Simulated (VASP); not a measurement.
C:

```xyz
4
Lattice="2.4700 0.0000 0.0000 -1.2350 2.1391 0.0000 0.0000 0.0000 6.7900" Properties=species:S:1:pos:R:3 pbc="T T T"
C     0.0000    0.0000    0.0000
C     0.0000    0.0000    3.3950
C     0.0000    1.4261    0.0340
C     1.2350    0.7130    3.4289
```

```yaml
Program: VASP 6.6.1
Task: relaxation of cell and atoms
Functional: LDA
Potentials_or_basis: VASP PAW LDA potentials, release 64 (C)
Cutoff: 600 eV
k_mesh: 20 × 20 × 6
Occupations: fermi-dirac, width 0.08 eV
Spin: no spin polarisation
```

At the start: pressure -8.2 GPa; volume 8.97 Å³/atom.

Where does the relaxation end?

Over 24 steps the energy falls by 12.5 meV/atom and the volume is 8.49 Å³/atom (-5.4 %); space group P6_3/mmc (No. 194, to 0.05 Å).

Step by step:
| step | energy change (eV) | largest force (eV/Å) | pressure (GPa) | volume (Å³) |
| --- | --- | --- | --- | --- |
| 1 | 0.0000 | 0.5942 | -8.23 | 35.88 |
| 2 | 0.1127 | 0.3972 | 20.94 | 33.53 |
| 3 | -0.0421 | 0.2495 | 0.83 | 35.06 |
| 4 | -0.0421 | 0.2427 | 1.02 | 35.04 |
| 5 | -0.0446 | 0.1717 | -1.26 | 35.15 |
| 6 | -0.0465 | 0.0076 | -0.36 | 35.11 |
| 7 | -0.0469 | 0.0100 | -0.26 | 35.03 |
| 8 | -0.0478 | 0.0171 | 0.05 | 34.80 |
| 9 | -0.0490 | 0.0312 | 0.70 | 34.34 |
| 10 | -0.0478 | 0.0585 | 2.12 | 33.43 |
| 11 | -0.0492 | 0.0383 | 1.12 | 34.09 |
| 12 | -0.0493 | 0.0365 | 0.99 | 34.07 |
| 13 | -0.0497 | 0.0311 | 0.60 | 34.02 |
| 14 | -0.0498 | 0.0203 | -0.13 | 33.91 |
| 15 | -0.0499 | 0.0229 | 0.02 | 33.94 |
| 16 | -0.0499 | 0.0225 | 0.02 | 33.93 |
| 17 | -0.0499 | 0.0184 | 0.04 | 33.94 |
| 18 | -0.0499 | 0.0063 | 0.04 | 33.94 |
| 19 | -0.0499 | 0.0181 | 0.07 | 33.95 |
| 20 | -0.0499 | 0.0008 | 0.05 | 33.94 |
| 21 | -0.0499 | 0.0003 | 0.04 | 33.94 |
| 22 | -0.0499 | 0.0005 | 0.03 | 33.94 |
| 23 | -0.0499 | 0.0008 | 0.00 | 33.95 |
| 24 | -0.0499 | 0.0007 | 0.00 | 33.95 |

Final structure:
```
CELL_PARAMETERS angstrom
2.44596 0.00000 0.00000
-1.22298 2.11826 0.00000
0.00000 0.00000 6.55203
ATOMIC_POSITIONS crystal
C 0.00000 0.00000 0.00250
C 0.00000 0.00000 0.50250
C 0.33333 0.66667 0.00250
C 0.66667 0.33333 0.50250
```
